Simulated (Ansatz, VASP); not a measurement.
As: VASP beside Ansatz

```
As
1.0
     0.00000    2.14724    2.14724
     2.14724    0.00000    2.14724
     2.14724    2.14724    0.00000
As
1
Direct
  0.00000 0.00000 0.00000
```

Alike in both runs: task single point; functional PBE; k mesh 8 × 8 × 8; occupations gaussian, width 0.1 eV; no spin polarisation.

|  | VASP | Ansatz |
| --- | --- | --- |
| version | VASP 6.6.1 | Ansatz 0.2.0 |
| potentials or method | VASP PAW PBE potentials, release 64 (As), cutoff 500 eV | scalar-relativistic, plane waves, PAW |
| valence electrons in the cell | 5 | 15 |

|  | VASP | Ansatz | Ansatz less VASP |
| --- | --- | --- | --- |
| gap on the k mesh at the Fermi level (eV) | none | none | - |
| pressure (GPa) | -1.4 | -1.4 | -0.03 |

A gap of «none» marks a metal or a gap that the smearing closes. VASP's potentials hold 5 valence electrons a cell and Ansatz's 15, so a difference there can come from the potentials and not from the codes.
